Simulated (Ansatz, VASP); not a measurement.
## HfN: VASP beside Ansatz

```
CELL_PARAMETERS angstrom
0.00000 2.25090 2.25090
2.25090 0.00000 2.25090
2.25090 2.25090 0.00000
ATOMIC_POSITIONS crystal
Hf 0.00000 0.00000 0.00000
N 0.50000 0.50000 0.50000
```

Alike in both runs: functional PBEsol; k mesh 18 × 18 × 18; occupations fermi-dirac, width 0.05 eV; no spin polarisation.

Ansatz relaxed the structure, and its values are those at the end. VASP's run is a single point on that final structure, the one shown.

|  | VASP | Ansatz |
| --- | --- | --- |
| version | VASP 6.6.1 | Ansatz 0.2.0 |
| potentials or method | VASP PAW PBE potentials, release 64 (Hf_pv, N) | PAW with Ansatz's default frozen-core files, scalar-relativistic |
| plane-wave cutoff (eV) | 520 | 420 |
| valence electrons in the cell | 15 | 31 |

```csv
,VASP,Ansatz,Ansatz less VASP
pressure (GPa),-2.2,0.0,+2.18
```

VASP's potentials were made for PBE, not for PBEsol. VASP's potentials hold 15 valence electrons a cell and Ansatz's 31, so a difference there can come from the potentials and not from the codes.

Neither program's run includes spin-orbit coupling.
